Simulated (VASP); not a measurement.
## Mo6CO: single point with PBE

Mo6CO, a slab with vacuum:

```
Mo C O
1.0
     4.46958    0.00000    0.00000
    -2.23479    3.87077    0.00000
     0.00000    0.00000   22.25957
Mo C O
6 1 1
Direct
  0.66667 0.33333 0.17970
  0.33333 0.66667 0.22068
  0.00000 0.00000 0.26167
  0.66667 0.33333 0.29905
  0.33333 0.66667 0.33552
  0.00000 0.00000 0.37106
  0.16667 0.33333 0.44383
  0.27262 0.54524 0.48068
```

```json
{
 "Program": "VASP 6.6.1",
 "Task": "single point",
 "Functional": "PBE",
 "Potentials or basis": "VASP PAW PBE potentials, release 64 (Mo_sv, C, O)",
 "Cutoff": "520 eV",
 "k mesh": "6 × 6 × 1",
 "Occupations": "gaussian, width 0.1 eV",
 "Spin": "no spin polarisation"
}
```

* Largest force: 2.535 eV/Å
* Band gap on the k mesh: 0.02 eV (least direct gap 0.08 eV)

Forces in eV/Å, atoms in the order of the input:
```
Mo   0.000 -0.034  1.647
Mo   0.000 -0.058 -0.241
Mo   0.000  0.309 -2.517
Mo   0.000  0.072 -0.763
Mo   0.000 -0.034  0.430
Mo   0.000 -0.763  1.637
C    0.000 -0.016 -1.611
O    0.000  0.524  1.418
```

Levels at points of the mesh, in eV from the valence-band top:
```
           k point  band 45  band 46  band 47  band 48  band 49  band 50
(0.00, 0.00, 0.00)    -1.19    -1.19    -0.70     0.28     0.65     0.79
(0.50, 0.00, 0.00)    -0.77    -0.16    -0.05     0.16     0.23     0.58
(0.00, 0.50, 0.00)    -0.66    -0.20    -0.02     0.06     0.37     0.62
```

Wall time 7.1 min on 1 thread of Intel(R) Xeon(R) 6975P-C (Granite Rapids), on a shared host, peak memory 0.63 GiB.

Caveat: the smearing spreads over this small gap; semilocal functionals underestimate gaps, and a narrow one can read as zero.
